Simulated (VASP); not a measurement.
The system is V.

```
CELL_PARAMETERS angstrom
2.55113 0.00000 0.00000
-1.27557 2.20934 0.00000
0.00000 0.00000 4.62691
ATOMIC_POSITIONS crystal
V 0.33333 0.66667 0.25000
V 0.66667 0.33333 0.75000
```

This cell differs from its parent crystal: volume scaled by 0.94.

Base run:

- Program: VASP 6.6.1
- Functional: PBEsol
- Potentials or basis: VASP PAW PBE potentials, release 64 (V_sv)
- Cutoff: 520 eV
- k mesh: 12 × 12 × 6
- Occupations: fermi-dirac, width 0.05 eV
- Spin: collinear spin, ferromagnetic start
- Starting moments: [2.0, 2.0] μB

Its results: band gap on the k mesh zero (filled and empty bands overlap); pressure 4.2 GPa; net moment 0.00 μB per cell.

**Question.** The run is repeated on the same cell with these changes: functional from PBEsol to PBE; further incar settings from ALGO = Fast; EDIFF = 1e-06; NBANDS = 24 to ALGO = Normal; EDIFF = 1e-07; NBANDS = 24. What comes out?

**Answer.** Band gap on the k mesh zero (filled and empty bands overlap); pressure 11.7 GPa; net moment 0.00 μB per cell.

Caveats: the PAW data sets were made with another functional, which shifts forces and pressure a little (some runs).
